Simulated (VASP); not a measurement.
Mo: single point with LDA

Crystal: Mo.

```
Mo
1.0
    -1.55631    1.55631    1.55631
     1.55631   -1.55631    1.55631
     1.55631    1.55631   -1.55631
Mo
1
Direct
  0.00000 0.00000 0.00000
```

```json
{"Program": "VASP 6.6.1", "Task": "single point", "Functional": "LDA", "Potentials or basis": "VASP PAW LDA potentials, release 64 (Mo_sv)", "Cutoff": "520 eV", "k mesh": "8 × 8 × 8", "Occupations": "gaussian, width 0.1 eV", "Spin": "no spin polarisation"}
```

| Quantity | Value |
| --- | --- |
| Pressure | 1.2 GPa |
| Band gap on the k mesh | zero (band 7 reaches 17.28 eV, above the bottom of band 8 at 11.61 eV) |

Levels at points of the mesh, in eV from the Fermi level:
```csv
k point,band 5,band 6,band 7,band 8,band 9,band 10
"(0.00, 0.00, 0.00)",-7.24,-1.34,-1.34,-1.34,1.80,1.80
"(0.50, 0.00, 0.00)",-5.45,-3.48,1.86,1.93,2.51,5.15
"(0.50, 0.50, 0.50)",-5.64,-5.64,4.33,4.33,4.33,9.44
```

Run time: 3.8 s on 1 thread of Intel(R) Xeon(R) Platinum 8488C (Sapphire Rapids), on a shared host, peak memory 0.12 GiB.
